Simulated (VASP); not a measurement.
# HCl4 (Im-3m) in VASP: notebook

The runs below take HCl4 through single point, relaxation of cell and atoms, with PBE+D3(BJ).

Program: VASP 6.6.1. These are calculated values, not measurements. Logs are shortened: lines on timing, memory, paths and dates and some standing lists are left out, and cuts for length are marked.

**1. The cell of the first run**

Symmetry: Im-3m, No. 229, cubic system. The conventional cell has a = 6.277 Å, b = 6.277 Å, c = 6.277 Å, α = 90.00°, β = 90.00°, γ = 90.00°. Within 3.6 Å of H (site symmetry m-3m) lie 8 Cl at 2.72 Å. Within 3.6 Å of Cl (site symmetry -3m) lie 2 H at 2.72 Å and 6 Cl at 3.14 Å.

**2. Single point, PBE+D3(BJ)**

The input, INCAR:

```
SYSTEM = HCl4
  ALGO = Normal
  EDIFF = 1E-6
  ENCUT = 520
  GGA = PE
  ISIF = 2
  ISMEAR = 0
  IVDW = 12
  LASPH = .TRUE.
  LCHARG = .FALSE.
  LREAL = .FALSE.
  LWAVE = .FALSE.
  NBANDS = 22
  NELM = 80
  PREC = Accurate
  SIGMA = 0.1
```

The input, KPOINTS:

```
k-points
0
G
  4 4 4
  0 0 0
```

The input, POSCAR:

```
HCl4
1.0
   -3.1385868600      3.1385868600      3.1385868600
    3.1385868600     -3.1385868600      3.1385868600
    3.1385868600      3.1385868600     -3.1385868600
H Cl
1 4
Direct
    0.0000000000      0.0000000000      0.0000000000
    0.0000000000      0.0000000000      0.5000000000
    0.5000000000      0.0000000000      0.0000000000
    0.0000000000      0.5000000000      0.0000000000
    0.5000000000      0.5000000000      0.5000000000
```

Potentials or basis: VASP PAW PBE potentials, release 64 (H, Cl).

Launch:

```sh
> cat potpaw_PBE.64/H/POTCAR potpaw_PBE.64/Cl/POTCAR > POTCAR
> mpirun -np 1 vasp_std > vasp.out
```

OUTCAR:

```text
SYSTEM = HCl4
   EDIFF = 1E-6
   ENCUT = 520
   GGA = PE
   ISIF = 2
   ISMEAR = 0
   IVDW = 12
   LASPH = .TRUE.
   LREAL = .FALSE.
   NELM = 80
   PREC = Accurate
 IVDW          = 12

 ion  position               nearest neighbor table
   1  0.000  0.000  0.000-
   2  0.000  0.000  0.500-
   3  0.500  0.000  0.000-
   4  0.000  0.500  0.000-
   5  0.500  0.500  0.500-

  LATTYP: Found a body centered cubic cell.
 ALAT       =     6.2771737200

  Lattice vectors:

 A1 = (  -3.1385868600,   3.1385868600,   3.1385868600)
 A2 = (   3.1385868600,  -3.1385868600,   3.1385868600)
 A3 = (   3.1385868600,   3.1385868600,  -3.1385868600)

Analysis of symmetry for initial positions (statically):
=====================================================================
 Subroutine PRICEL returns:
 Original cell was already a primitive cell.

 Routine SETGRP: Setting up the symmetry group for a
 body centered cubic supercell.

 Subroutine GETGRP returns: Found 48 space group operations
 (whereof 48 operations were pure point group operations)
 out of a pool of 48 trial point group operations.

The static configuration has the point symmetry O_h .

Analysis of symmetry for dynamics (positions and initial velocities):
=====================================================================
 Subroutine PRICEL returns:
 Original cell was already a primitive cell.

 Routine SETGRP: Setting up the symmetry group for a
 body centered cubic supercell.

 Subroutine GETGRP returns: Found 48 space group operations
 (whereof 48 operations were pure point group operations)
 out of a pool of 48 trial point group operations.

The dynamic configuration has the point symmetry O_h .

 Subroutine INISYM returns: Found 48 space group operations
 (whereof 48 operations are pure point group operations),
 and found     1 'primitive' translations

----------------------------------------------------------------------------------------

                                     Primitive cell

  volume of cell :     123.6695

  direct lattice vectors                    reciprocal lattice vectors
    -3.138586860  3.138586860  3.138586860     0.000000000  0.159307364  0.159307364
     3.138586860 -3.138586860  3.138586860     0.159307364  0.000000000  0.159307364
     3.138586860  3.138586860 -3.138586860     0.159307364  0.159307364  0.000000000

  length of vectors
     5.436191905  5.436191905  5.436191905     0.225294635  0.225294635  0.225294635

  position of ions in fractional coordinates (direct lattice)
     0.000000000  0.000000000  0.000000000
     0.000000000  0.000000000  0.500000000
     0.500000000  0.000000000  0.000000000
     0.000000000  0.500000000  0.000000000
     0.500000000  0.500000000  0.500000000

  ion indices of the primitive-cell ions
   primitive index   ion index
                 1           1
                 2           2
                 3           3
                 4           4
                 5           5

----------------------------------------------------------------------------------------

 KPOINTS: k-points

Automatic generation of k-mesh.
 Grid dimensions read from file:
 generate k-points for:    4    4    4

 Generating k-lattice:

  Cartesian coordinates                     Fractional coordinates (reciprocal lattice)
     0.000000000  0.039826841  0.039826841     0.250000000  0.000000000  0.000000000
     0.039826841  0.000000000  0.039826841     0.000000000  0.250000000  0.000000000
     0.039826841  0.039826841  0.000000000     0.000000000  0.000000000  0.250000000

  Length of vectors
     0.056323659  0.056323659  0.056323659

  Shift w.r.t. Gamma in fractional coordinates (k-lattice)
     0.000000000  0.000000000  0.000000000

 Subroutine IBZKPT returns following result:
 ===========================================

 Found      8 irreducible k-points:

 Following reciprocal coordinates:
            Coordinates               Weight
  0.000000  0.000000  0.000000      1.000000
  0.250000  0.000000  0.000000     12.000000
  0.500000  0.000000  0.000000      6.000000
  0.250000  0.250000  0.000000     24.000000
  0.250000  0.250000  0.250000      2.000000
 -0.250000  0.250000  0.250000      6.000000
  0.500000  0.500000  0.250000     12.000000
  0.500000  0.500000  0.500000      1.000000
   k-points           NKPTS =      8   k-points in BZ     NKDIM =      8   number of bands    NBANDS=     22
   number of dos      NEDOS =    301   number of ions     NIONS =      5
   total plane-waves  NPLWV =  64000
   dimension x,y,z NGX =    40 NGY =   40 NGZ =   40
   dimension x,y,z NGXF=    80 NGYF=   80 NGZF=   80
   ions per type =               1   4
   NGX,Y,Z   is equivalent  to a cutoff of  12.23, 12.23, 12.23 a.u.
   NGXF,Y,Z  is equivalent  to a cutoff of  24.47, 24.47, 24.47 a.u.
 SYSTEM =  HCl4
   PREC   = accura    normal or accurate (medium, high low for compatibility)
   ISTART =      0    job   : 0-new  1-cont  2-samecut
   ICHARG =      2    charge: 1-file 2-atom 10-const
   ISPIN  =      1    spin polarized calculation?
   LNONCOLLINEAR =      F non collinear calculations
   LSORBIT =      F    spin-orbit coupling
   LASPH  =      T    aspherical Exc in radial PAW
   ENCUT  =  520.0 eV  38.22 Ry    6.18 a.u.  10.11 10.11 10.11*2*pi/ulx,y,z
   NELM   =     80;   NELMIN=  2; NELMDL= -5     # of ELM steps
   EDIFF  = 0.1E-05   stopping-criterion for ELM
   LREAL  =      F    real-space projection
   EDIFFG = 0.1E-04   stopping-criterion for IOM
   NSW    =      0    number of steps for IOM
   IBRION =     -1    ionic relax: 0-MD 1-quasi-New 2-CG
   NFREE  =      0    steps in history (QN), initial steepest desc. (CG)
   ISIF   =      2    stress and relaxation
   ISYM   =      2    0-nonsym 1-usesym 2-fastsym
   POTIM  = 0.5000    time-step for ionic-motion
   TEBEG  =    0.0;   TEEND  =   0.0 temperature during run
   PSTRESS=    0.0 pullay stress
   NELECT =      29.0000    total number of electrons
   NUPDOWN=      -1.0000    fix difference up-down
   EMIN   =  10.00;   EMAX   =-10.00  energy-range for DOS
   EFERMI =   0.00;   METHOD = LEGACY
   ISMEAR =     0;   SIGMA  =   0.10  broadening in eV -4-tet -1-fermi 0-gaus
   EFERMI_NEDOS =   21; number of points for ismear=-14 and -15
   IALGO  =     38    algorithm
   IMIX   =      4    mixing-type and parameters
     AMIX     =   0.40;   BMIX     =  1.00
     AMIX_MAG =   1.60;   BMIX_MAG =  1.00
  volume/ion in A,a.u.               =      24.73       166.91
  Fermi-wavevector in a.u.,A,eV,Ry     =   1.009532  1.907739 13.866439  1.019155
  Thomas-Fermi vector in A             =   2.142466
   LORBIT       =      0    0 simple, 1 ext, 2 COOP (PROOUT), +10 PAW based schemes
   GGA     = PE    functional components
   LHFCALC =     F    Hartree Fock is set to
   AEXX    =    0.0000 exact exchange contribution
   IVDW    =    12    specifies the selected vdW correction
   LEPSILON=     F    determine dielectric tensor
   LRPA    =     F    only Hartree local field effects (RPA)
 non-spin polarized calculation
 Gauss-broadening in eV      SIGMA  =   0.10
  energy-cutoff  :      520.00
  volume of cell :      123.67
 maximum number of plane-waves:      3367
   NGX = 21   NGY = 21   NGZ = 21

 number of electron      29.0000004 magnetization

 Free energy of the ion-electron system (eV)
  ---------------------------------------------------
  ext. energy  EPLUGINS =         0.00000000
  ---------------------------------------------------
  free energy    TOTEN  =        -5.78626581 eV

  energy without entropy =       -5.74593138  energy(sigma->0) =       -5.76609859

 E-fermi :  -0.9484     XC(G=0):  -7.9461

 val. band max:       -0.9837495403   @ k =   0.2500   0.0000   0.0000
 cond. band min:      -0.9127228109   @ k =  -0.2500   0.2500   0.2500
 fundamental gap:      0.0710267293
 Fermi energy:        -0.9483824561

 k-point     1 :       0.0000    0.0000    0.0000
  band No.  band energies     occupation
      1     -15.2358      2.00000
      2     -14.0864      2.00000
      3     -14.0864      2.00000
      4     -14.0864      2.00000
      5      -3.6848      2.00000
      6      -3.6848      2.00000
[... 14 lines left out ...]
     21       9.8258      0.00000
     22       9.8258      0.00000

 k-point     2 :       0.2500    0.0000    0.0000
  band No.  band energies     occupation
      1     -15.0761      2.00000
      2     -14.2622      2.00000
      3     -14.1064      2.00000
      4     -14.1038      2.00000
      5      -4.0310      2.00000
      6      -3.6423      2.00000
[... 14 lines left out ...]
     21      10.2049      0.00000
     22      10.5580      0.00000

 k-point     3 :       0.5000    0.0000    0.0000
  band No.  band energies     occupation
      1     -14.6864      2.00000
      2     -14.6684      2.00000
      3     -14.1262      2.00000
      4     -14.1212      2.00000
      5      -4.2707      2.00000
      6      -3.6568      2.00000
[... 14 lines left out ...]
     21       9.4553      0.00000
     22      10.4645      0.00000

 k-point     4 :       0.2500    0.2500    0.0000
  band No.  band energies     occupation
      1     -14.7973      2.00000
      2     -14.3966      2.00000
      3     -14.3904      2.00000
      4     -14.0184      2.00000
      5      -4.2926      2.00000
      6      -3.3885      2.00000
[... 14 lines left out ...]
     21       9.6348      0.00000
     22      10.2547      0.00000

 k-point     5 :       0.2500    0.2500    0.2500
  band No.  band energies     occupation
      1     -14.4346      2.00000
      2     -14.4098      2.00000
      3     -14.4098      2.00000
      4     -14.4098      2.00000
      5      -3.8356      2.00000
      6      -2.5287      2.00000
[... 14 lines left out ...]
     21      10.8187      0.00000
     22      10.8187      0.00000

 k-point     6 :      -0.2500    0.2500    0.2500
  band No.  band energies     occupation
      1     -14.9501      2.00000
      2     -14.3708      2.00000
      3     -14.3708      2.00000
      4     -13.8495      2.00000
      5      -4.6702      2.00000
      6      -3.8278      2.00000
[... 14 lines left out ...]
     21       9.8227      0.00000
     22       9.8227      0.00000

 k-point     7 :       0.5000    0.5000    0.2500
  band No.  band energies     occupation
      1     -14.6565      2.00000
      2     -14.6473      2.00000
      3     -14.4823      2.00000
      4     -13.7483      2.00000
      5      -4.9878      2.00000
      6      -3.8718      2.00000
[... 14 lines left out ...]
     21       9.3068      0.00000
     22       9.4335      0.00000

 k-point     8 :       0.5000    0.5000    0.5000
  band No.  band energies     occupation
      1     -14.6260      2.00000
      2     -14.6260      2.00000
      3     -14.6260      2.00000
      4     -13.5880      2.00000
      5      -5.4314      2.00000
      6      -4.1593      2.00000
[... 14 lines left out ...]
     21       9.5748      0.00000
     22       9.5748      0.00000

------------------------ aborting loop because EDIFF is reached ----------------------------------------

 Edisp (eV)   -0.69367

 E8    (eV) :    -0.2244

  FORCE on cell =-STRESS in cart. coord.  units (eV):
  Direction    XX          YY          ZZ          XY          YZ          ZX
  --------------------------------------------------------------------------------------
  -------------------------------------------------------------------------------------
  Total      -4.22755    -4.22755    -4.22755     0.00000     0.00000     0.00000
  in kB     -54.76926   -54.76926   -54.76926     0.00000     0.00000     0.00000
  external pressure =      -54.77 kB  Pullay stress =        0.00 kB

 VOLUME and BASIS-vectors are now :
 -----------------------------------------------------------------------------
  energy-cutoff  :      520.00
  volume of cell :      123.67
      direct lattice vectors                 reciprocal lattice vectors
    -3.138586860  3.138586860  3.138586860     0.000000000  0.159307364  0.159307364
     3.138586860 -3.138586860  3.138586860     0.159307364  0.000000000  0.159307364
     3.138586860  3.138586860 -3.138586860     0.159307364  0.159307364  0.000000000

 POSITION                                       TOTAL-FORCE (eV/Angst)
 -----------------------------------------------------------------------------------
      0.00000      0.00000      0.00000        -0.000000     -0.000000      0.000000
      1.56929      1.56929     -1.56929        -0.000000      0.000000     -0.000000
     -1.56929      1.56929      1.56929        -0.000000     -0.000000      0.000000
      1.56929     -1.56929      1.56929        -0.000000     -0.000000      0.000000
      1.56929      1.56929      1.56929         0.000000      0.000000     -0.000000
 -----------------------------------------------------------------------------------
    total drift:                                0.000000     -0.000000      0.000000

  FREE ENERGIE OF THE ION-ELECTRON SYSTEM (eV)
  ---------------------------------------------------
  free  energy   TOTEN  =        -6.4799361408 eV

  energy  without entropy=       -6.4396017137  energy(sigma->0) =       -6.45976893
```

It took 11 s on 1 thread of Intel Xeon 6975P-C (Granite Rapids), shared host; peak memory 0.23 GiB.

Results:

```yaml
Free_energy: -6.4799 eV
Pressure: -5.5 GPa
Dispersion_energy_per_atom: -0.139 eV
```

Caveat: an odd number of electrons without spin polarisation forces a metal; a magnetic or distorted state may lie lower; pairwise dispersion overbinds metals, which lowers pressure and volume.

[end of part 1 of 2]
